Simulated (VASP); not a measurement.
# Te2Mo (Cm) in VASP: a series of runs, part 2 of 2

VASP 6.6.1. Earlier steps stand in the parts before.

**3. Single point, PBE+D3(BJ) (mode 5 frozen in at -0.155 Å, strain +e along z and -e/2 along x and y +0.0000)**

File INCAR:

```
SYSTEM = Te2Mo
  PREC = Accurate
  ENCUT = 520
  EDIFF = 1E-7
  ISMEAR = 0
  SIGMA = 0.05
  LREAL = .FALSE.
  LASPH = .TRUE.
  NELM = 80
  ALGO = Normal
  ISIF = 2
  LWAVE = .FALSE.
  LCHARG = .TRUE.
  GGA = PE
  IVDW = 12
  LELF = .TRUE.
  LVHAR = .TRUE.
  NBANDS = 20
```

File KPOINTS:

```
Automatic mesh
0
G
  9 9 4
  0 0 0
```

File POSCAR:

```
Te2Mo
1.0
    3.4951583719      0.0000000000      0.0000000000
   -1.7475791860      3.0268959403      0.0000000000
    0.0000000000      0.0000000000      7.6245546660
Te Mo
2 1
Direct
    0.3077295460      0.6154590920      0.7614144829
    0.3589371207      0.7178742414      0.2385855171
    0.0000000000      0.0000000000      0.0000000000
```

Potentials or basis: VASP PAW PBE potentials, release 64 (Te, Mo_sv).

Started as:

```
cat potpaw_PBE.64/Te/POTCAR potpaw_PBE.64/Mo_sv/POTCAR > POTCAR
mpirun -np 1 vasp_std > vasp.out
```

OUTCAR:

```text
SYSTEM = Te2Mo
   PREC = Accurate
   ENCUT = 520
   EDIFF = 1E-7
   ISMEAR = 0
   LREAL = .FALSE.
   LASPH = .TRUE.
   NELM = 80
   ISIF = 2
   GGA = PE
   IVDW = 12
 IVDW          = 12

 ion  position               nearest neighbor table
   1  0.308  0.615  0.761-   3 2.60   3 2.78   3 2.78   2 3.65
   2  0.359  0.718  0.239-   3 2.66   3 2.66   3 2.83   1 3.65
   3  0.000  0.000  0.000-   1 2.60   2 2.66   2 2.66   1 2.78   1 2.78   2 2.83

  LATTYP: Found a hexagonal cell.
 ALAT       =     3.4951583719
 C/A-ratio  =     2.1814618551

  Lattice vectors:

 A1 = (   3.4951583719,   0.0000000000,   0.0000000000)
 A2 = (  -1.7475791860,   3.0268959403,   0.0000000000)
 A3 = (   0.0000000000,   0.0000000000,   7.6245546660)

Analysis of symmetry for initial positions (statically):
=====================================================================
 Subroutine PRICEL returns:
 Original cell was already a primitive cell.

 Routine SETGRP: Setting up the symmetry group for a
 hexagonal supercell.

 Subroutine GETGRP returns: Found  2 space group operations
 (whereof  2 operations were pure point group operations)
 out of a pool of 24 trial point group operations.

The static configuration has the point symmetry C_1h.

Analysis of symmetry for dynamics (positions and initial velocities):
=====================================================================
 Subroutine PRICEL returns:
 Original cell was already a primitive cell.

 Routine SETGRP: Setting up the symmetry group for a
 hexagonal supercell.

 Subroutine GETGRP returns: Found  2 space group operations
 (whereof  2 operations were pure point group operations)
 out of a pool of 24 trial point group operations.

The dynamic configuration has the point symmetry C_1h.

 Subroutine INISYM returns: Found  2 space group operations
 (whereof  2 operations are pure point group operations),
 and found     1 'primitive' translations

----------------------------------------------------------------------------------------

                                     Primitive cell

  volume of cell :      80.6638

  direct lattice vectors                    reciprocal lattice vectors
     3.495158372  0.000000000  0.000000000     0.286110068  0.165185725  0.000000000
    -1.747579186  3.026895940  0.000000000     0.000000000  0.330371450  0.000000000
     0.000000000  0.000000000  7.624554666     0.000000000  0.000000000  0.131155201

  length of vectors
     3.495158372  3.495158372  7.624554666     0.330371450  0.330371450  0.131155201

  position of ions in fractional coordinates (direct lattice)
     0.307729546  0.615459092  0.761414483
     0.358937121  0.717874241  0.238585517
     0.000000000  0.000000000  0.000000000

  ion indices of the primitive-cell ions
   primitive index   ion index
                 1           1
                 2           2
                 3           3

----------------------------------------------------------------------------------------

 KPOINTS: Automatic mesh

Automatic generation of k-mesh.
 Grid dimensions read from file:
 generate k-points for:    9    9    4

 Generating k-lattice:

  Cartesian coordinates                     Fractional coordinates (reciprocal lattice)
     0.031790008  0.018353969  0.000000000     0.111111111  0.000000000  0.000000000
     0.000000000  0.036707939  0.000000000     0.000000000  0.111111111  0.000000000
     0.000000000  0.000000000  0.032788800     0.000000000  0.000000000  0.250000000

  Length of vectors
     0.036707939  0.036707939  0.032788800

  Shift w.r.t. Gamma in fractional coordinates (k-lattice)
     0.000000000  0.000000000  0.000000000

 Subroutine IBZKPT returns following result:
 ===========================================

 Found     95 irreducible k-points:

 Following reciprocal coordinates:
            Coordinates               Weight
  0.000000  0.000000  0.000000      1.000000
  0.111111  0.000000  0.000000      4.000000
  0.000000  0.111111  0.000000      2.000000
  0.222222  0.000000  0.000000      4.000000
  0.000000  0.222222  0.000000      2.000000
  0.333333  0.000000  0.000000      4.000000
[... 16 lines left out ...]
 -0.222222 -0.444444  0.000000      4.000000
  0.444444  0.333333  0.000000      4.000000
 [... further k-points ...]
   k-points           NKPTS =     95   k-points in BZ     NKDIM =     95   number of bands    NBANDS=     20
   number of dos      NEDOS =    301   number of ions     NIONS =      3
   total plane-waves  NPLWV =  47040
   dimension x,y,z NGX =    28 NGY =   28 NGZ =   60
   dimension x,y,z NGXF=    56 NGYF=   56 NGZF=  120
   ions per type =               2   1
   NGX,Y,Z   is equivalent  to a cutoff of  13.32, 13.32, 13.08 a.u.
   NGXF,Y,Z  is equivalent  to a cutoff of  26.64, 26.64, 26.16 a.u.
 SYSTEM =  Te2Mo
   PREC   = accura    normal or accurate (medium, high low for compatibility)
   ISTART =      0    job   : 0-new  1-cont  2-samecut
   ICHARG =      2    charge: 1-file 2-atom 10-const
   ISPIN  =      1    spin polarized calculation?
   LNONCOLLINEAR =      F non collinear calculations
   LSORBIT =      F    spin-orbit coupling
   LASPH  =      T    aspherical Exc in radial PAW
   ENCUT  =  520.0 eV  38.22 Ry    6.18 a.u.   6.50  6.50 14.18*2*pi/ulx,y,z
   NELM   =     80;   NELMIN=  2; NELMDL= -5     # of ELM steps
   EDIFF  = 0.1E-06   stopping-criterion for ELM
   LREAL  =      F    real-space projection
   EDIFFG = 0.1E-05   stopping-criterion for IOM
   NSW    =      0    number of steps for IOM
   IBRION =     -1    ionic relax: 0-MD 1-quasi-New 2-CG
   NFREE  =      0    steps in history (QN), initial steepest desc. (CG)
   ISIF   =      2    stress and relaxation
   ISYM   =      2    0-nonsym 1-usesym 2-fastsym
   POTIM  = 0.5000    time-step for ionic-motion
   TEBEG  =    0.0;   TEEND  =   0.0 temperature during run
   PSTRESS=    0.0 pullay stress
   NELECT =      26.0000    total number of electrons
   NUPDOWN=      -1.0000    fix difference up-down
   EMIN   =  10.00;   EMAX   =-10.00  energy-range for DOS
   EFERMI =   0.00;   METHOD = LEGACY
   ISMEAR =     0;   SIGMA  =   0.05  broadening in eV -4-tet -1-fermi 0-gaus
   EFERMI_NEDOS =   21; number of points for ismear=-14 and -15
   IALGO  =     38    algorithm
   IMIX   =      4    mixing-type and parameters
     AMIX     =   0.40;   BMIX     =  1.00
     AMIX_MAG =   1.60;   BMIX_MAG =  1.00
  volume/ion in A,a.u.               =      26.89       181.45
  Fermi-wavevector in a.u.,A,eV,Ry     =   1.122466  2.121152 17.142372  1.259929
  Thomas-Fermi vector in A             =   2.259126
   LORBIT       =      0    0 simple, 1 ext, 2 COOP (PROOUT), +10 PAW based schemes
   GGA     = PE    functional components
   LHFCALC =     F    Hartree Fock is set to
   AEXX    =    0.0000 exact exchange contribution
   IVDW    =    12    specifies the selected vdW correction
   LEPSILON=     F    determine dielectric tensor
   LRPA    =     F    only Hartree local field effects (RPA)
 non-spin polarized calculation
 Gauss-broadening in eV      SIGMA  =   0.05
  energy-cutoff  :      520.00
  volume of cell :       80.66
 maximum number of plane-waves:      2200
 NGX is ok and might be reduce to    28
   NGX = 13   NGY = 13   NGZ = 29

 number of electron      26.0000000 magnetization

 Free energy of the ion-electron system (eV)
  ---------------------------------------------------
  ext. energy  EPLUGINS =         0.00000000
  ---------------------------------------------------
  free energy    TOTEN  =       -17.80473368 eV

  energy without entropy =      -17.80473368  energy(sigma->0) =      -17.80473368

 E-fermi :   7.4315     XC(G=0):  -9.9076

 val. band max:        7.1711905332   @ k =   0.3333   0.3333   0.5000
 cond. band min:       8.1303656363   @ k =   0.2222   0.2222   0.0000
 fundamental gap:      0.9591751031
 Fermi energy:         7.4315355775

 k-point     1 :       0.0000    0.0000    0.0000
  band No.  band energies     occupation
      1     -53.5287      2.00000
      2     -27.7210      2.00000
      3     -27.5649      2.00000
      4     -27.5596      2.00000
      5      -5.6987      2.00000
      6      -4.6250      2.00000
[... 12 lines left out ...]
     19      13.9458      0.00000
[... 513 lines left out ...]
      4     -27.6284      2.00000
      5      -3.4299      2.00000
      6      -3.0972      2.00000
[... 12 lines left out ...]
     19      13.0071      0.00000
     20      14.6808      0.00000

 [... further k-points ...]

------------------------ aborting loop because EDIFF is reached ----------------------------------------

 Edisp (eV)   -1.49865

 E8    (eV) :    -0.6916

  FORCE on cell =-STRESS in cart. coord.  units (eV):
  Direction    XX          YY          ZZ          XY          YZ          ZX
  --------------------------------------------------------------------------------------
  -------------------------------------------------------------------------------------
  Total       0.14969     0.14863     0.70629    -0.00000    -3.65485     0.00000
  in kB       2.97324     2.95219    14.02854    -0.00000   -72.59416     0.00000
  external pressure =        6.65 kB  Pullay stress =        0.00 kB

 VOLUME and BASIS-vectors are now :
 -----------------------------------------------------------------------------
  energy-cutoff  :      520.00
  volume of cell :       80.66
      direct lattice vectors                 reciprocal lattice vectors
     3.495158372  0.000000000  0.000000000     0.286110068  0.165185725  0.000000000
    -1.747579186  3.026895940  0.000000000     0.000000000  0.330371450  0.000000000
     0.000000000  0.000000000  7.624554666     0.000000000  0.000000000  0.131155201

 POSITION                                       TOTAL-FORCE (eV/Angst)
 -----------------------------------------------------------------------------------
     -0.00000      1.86293      5.80545        -0.000000      1.085378     -0.235647
     -0.00000      2.17293      1.81911         0.000000     -0.838612      0.194994
      0.00000      0.00000      0.00000         0.000000     -0.246766      0.040654
 -----------------------------------------------------------------------------------
    total drift:                                0.000000      0.000012      0.000008

  FREE ENERGIE OF THE ION-ELECTRON SYSTEM (eV)
  ---------------------------------------------------
  free  energy   TOTEN  =       -19.3033855602 eV

  energy  without entropy=      -19.3033855602  energy(sigma->0) =      -19.30338556
```

OSZICAR:

```text
N       E                     dE             d eps       ncg     rms          rms(c)
DAV:   1     0.158698039164E+03    0.15870E+03   -0.12295E+04  4112   0.116E+03
DAV:   2    -0.119806300460E+02   -0.17068E+03   -0.16609E+03  4740   0.277E+02
DAV:   3    -0.183457245128E+02   -0.63651E+01   -0.62959E+01  4712   0.474E+01
DAV:   4    -0.184501979107E+02   -0.10447E+00   -0.10443E+00  5144   0.615E+00
DAV:   5    -0.184512003335E+02   -0.10024E-02   -0.10024E-02  4644   0.566E-01    0.156E+01
DAV:   6    -0.180479155178E+02    0.40328E+00   -0.37370E+00  3960   0.110E+01    0.630E+00
DAV:   7    -0.179513469285E+02    0.96569E-01   -0.29237E+00  3968   0.795E+00    0.419E+00
DAV:   8    -0.178037275404E+02    0.14762E+00   -0.68005E-01  4172   0.437E+00    0.131E+00
DAV:   9    -0.178054017837E+02   -0.16742E-02   -0.44462E-02  4376   0.114E+00    0.575E-01
DAV:  10    -0.178045504755E+02    0.85131E-03   -0.84012E-03  4196   0.608E-01    0.155E-01
DAV:  11    -0.178047300779E+02   -0.17960E-03   -0.40539E-04  4336   0.120E-01    0.530E-02
DAV:  12    -0.178047065163E+02    0.23562E-04   -0.57752E-05  4292   0.481E-02    0.264E-02
DAV:  13    -0.178047329096E+02   -0.26393E-04   -0.41172E-05  3976   0.321E-02    0.143E-02
DAV:  14    -0.178047332695E+02   -0.35994E-06   -0.10792E-06  4832   0.535E-03    0.546E-03
DAV:  15    -0.178047336140E+02   -0.34444E-06   -0.10295E-06  4056   0.541E-03    0.355E-03
DAV:  16    -0.178047336761E+02   -0.62083E-07   -0.33966E-07  4160   0.359E-03
   1 F= -.19303386E+02 E0= -.19303386E+02  d E =-.292663E-15
```

Wall time 1.7 min (1 thread of Intel Xeon Platinum 8375C at 2.90GHz (Ice Lake), shared host); peak memory 0.31 GiB.

What came out:

```
Free energy                : -19.3034 eV
Pressure                   : 0.7 GPa
Largest force              : 1.111 eV/Å
Band gap on the k mesh     : 0.96 eV, indirect (least direct gap 1.14 eV)
Dispersion energy per atom : -0.500 eV
```

Forces on the atoms (eV/Å):
```
Te   0.000  1.085 -0.236
Te   0.000 -0.839  0.195
Mo   0.000 -0.247  0.041
```

Levels at points of the mesh, in eV from the valence-band top:
```
           k point  band 10  band 11  band 12  band 13  band 14  band 15  band 16  band 17
(0.00, 0.00, 0.00)    -1.18    -0.95    -0.88    -0.70     3.09     3.14     3.43     3.46
(0.00, 0.00, 0.50)    -1.59    -0.94    -0.89    -0.20     3.01     3.04     3.52     3.57
```

Caveat: the cell differs from its parent crystal (mode 5 frozen in at -0.155 Å, strain +e along z and -e/2 along x and y +0.0000); spin-orbit coupling is left out, which moves the levels of the heavy elements; forces of over 1 eV/Å act on the atoms, so gaps and moduli don't describe the material at rest.

**4. Single point, PBE+D3(BJ) (mode 5 frozen in at -0.155 Å, strain +e along z and -e/2 along x and y -0.0233)**

File INCAR:

```
PREC = Accurate ; ENCUT = 520
EDIFF = 1E-6 ; ISMEAR = 0
SIGMA = 0.05 ; LREAL = False
LASPH = True ; NELM = 60
ALGO = Normal ; ISIF = 2
LWAVE = False ; LCHARG = False
GGA = PE ; IVDW = 12
NBANDS = 20
```

File KPOINTS:

```
regular mesh
0
Gamma
  9 9 4
```

File POSCAR:

```
Te2Mo
1.0
    3.5358769669      0.0000000000      0.0000000000
   -1.7679384835      3.0621592780      0.0000000000
    0.0000000000      0.0000000000      7.4469025423
Te Mo
2 1
Direct
    0.3077295460      0.6154590920      0.7614144829
    0.3589371207      0.7178742414      0.2385855171
    0.0000000000      0.0000000000      0.0000000000
```

Started as:

```
cat potpaw_PBE.64/Te/POTCAR potpaw_PBE.64/Mo_sv/POTCAR > POTCAR
mpirun -np 1 vasp_std > vasp.out
```

Run time: 2 min. Hardware: 1 thread of Intel Xeon Platinum 8259CL at 2.50GHz (Skylake/Cascade Lake), shared host; peak memory 0.31 GiB.

It converged, with:

```
Free energy                : -19.2684 eV
Pressure                   : 1.4 GPa
Largest force              : 1.304 eV/Å
Band gap on the k mesh     : 0.97 eV, indirect (least direct gap 1.01 eV)
Dispersion energy per atom : -0.499 eV
```

Forces on the atoms (eV/Å):
```
Te   0.000  1.164 -0.589
Te   0.000 -0.891  0.543
Mo   0.000 -0.273  0.045
```

Stress tensor (GPa, compression positive):
```
-0.22  0.00  0.00
 0.00 -0.22 -7.67
 0.00 -7.67  4.57
```

Levels at points of the mesh, in eV from the valence-band top:
```
           k point  band 9  band 10  band 11  band 12  band 13  band 14  band 15  band 16  band 17  band 18
(0.00, 0.00, 0.00)   -1.85    -1.18    -1.01    -0.70    -0.62     2.99     3.04     3.36     3.38     5.47
(0.00, 0.00, 0.50)   -1.84    -1.73    -1.05    -1.02     0.00     2.89     2.92     3.47     3.53     6.21
```

Caveat: the cell differs from its parent crystal (mode 5 frozen in at -0.155 Å, strain +e along z and -e/2 along x and y -0.0233); spin-orbit coupling is left out, which moves the levels of the heavy elements; forces of over 1 eV/Å act on the atoms, so gaps and moduli don't describe the material at rest. A k mesh can miss the band edges.

**5. Single point, PBE+D3(BJ) (mode 5 frozen in at -0.155 Å, strain +e along z and -e/2 along x and y +0.0700)**

File INCAR:

```
PREC = Accurate
ENCUT = 520
EDIFF = 1E-6
ISMEAR = 0
SIGMA = 0.05
LREAL = F
LASPH = T
NELM = 60
ALGO = Normal
ISIF = 2
LWAVE = F
LCHARG = F
GGA = PE
IVDW = 12
NBANDS = 20
```

File KPOINTS:

```
Automatic mesh
0
Gamma
  9 9 4
```

File POSCAR:

```
Te2Mo
1.0
    3.3728278289      0.0000000000      0.0000000000
   -1.6864139145      2.9209545824      0.0000000000
    0.0000000000      0.0000000000      8.1582734926
Te Mo
2 1
Direct
    0.3077295460      0.6154590920      0.7614144829
    0.3589371207      0.7178742414      0.2385855171
    0.0000000000      0.0000000000      0.0000000000
```

Started as:

```
cat potpaw_PBE.64/Te/POTCAR potpaw_PBE.64/Mo_sv/POTCAR > POTCAR
mpirun -np 1 vasp_std > vasp.out
```

It took 2.2 min on 1 thread of Intel Xeon Platinum 8259CL at 2.50GHz (Skylake/Cascade Lake), shared host; peak memory 0.32 GiB.

Results (log left out):

```
Free energy                : -19.1516 eV
Pressure                   : -0.4 GPa
Largest force              : 1.104 eV/Å
Band gap on the k mesh     : 0.51 eV, indirect (least direct gap 1.03 eV)
Dispersion energy per atom : -0.503 eV
```

Forces in eV/Å, atoms in the order of the input:
```
Te   0.000  0.850  0.706
Te   0.000 -0.671 -0.735
Mo   0.000 -0.178  0.029
```

Stress tensor (GPa, compression positive):
```
 2.88  0.00  0.00
 0.00  2.88 -6.02
 0.00 -6.02 -7.10
```

Levels at points of the mesh, in eV from the valence-band top:
```tsv
k point	band 10	band 11	band 12	band 13	band 14	band 15	band 16	band 17
(0.00, 0.00, 0.00)	-1.40	-1.33	-0.65	-0.60	3.24	3.28	3.50	3.54
(0.00, 0.00, 0.50)	-1.37	-1.21	-0.66	-0.57	3.21	3.24	3.55	3.60
```

Caveat: the cell differs from its parent crystal (mode 5 frozen in at -0.155 Å, strain +e along z and -e/2 along x and y +0.0700); spin-orbit coupling is left out, which moves the levels of the heavy elements; forces of over 1 eV/Å act on the atoms, so gaps and moduli don't describe the material at rest. A k mesh can miss the band edges.

**6. Overview**

```csv
cell,gap on the mesh (eV),pressure (GPa),largest force (eV/Å)
"a = 3.414, b = 3.414, c = 7.981 Å, angles 90.0, 90.0, 120.0°, 3 atoms",0.74,-0.2,1.01
"a = 3.495, b = 3.495, c = 7.625 Å, angles 90.0, 90.0, 120.0°, 3 atoms",0.96,0.7,1.11
"a = 3.536, b = 3.536, c = 7.447 Å, angles 90.0, 90.0, 120.0°, 3 atoms",0.97,1.4,1.30
"a = 3.373, b = 3.373, c = 8.158 Å, angles 90.0, 90.0, 120.0°, 3 atoms",0.51,-0.4,1.10
```

Alike in all rows: task single point; level PBE+D3(BJ); potentials or basis VASP PAW PBE potentials, release 64 (Te, Mo_sv); no spin polarisation; k mesh 9 × 9 × 4; cutoff (eV) 520; smearing gaussian 0.05 eV.

Caveats: spin-orbit coupling is left out, which moves the levels of the heavy elements; forces of over 1 eV/Å act on the atoms, so gaps and moduli don't describe the material at rest.

Absolute energies hang on the potentials; compare differences alone.
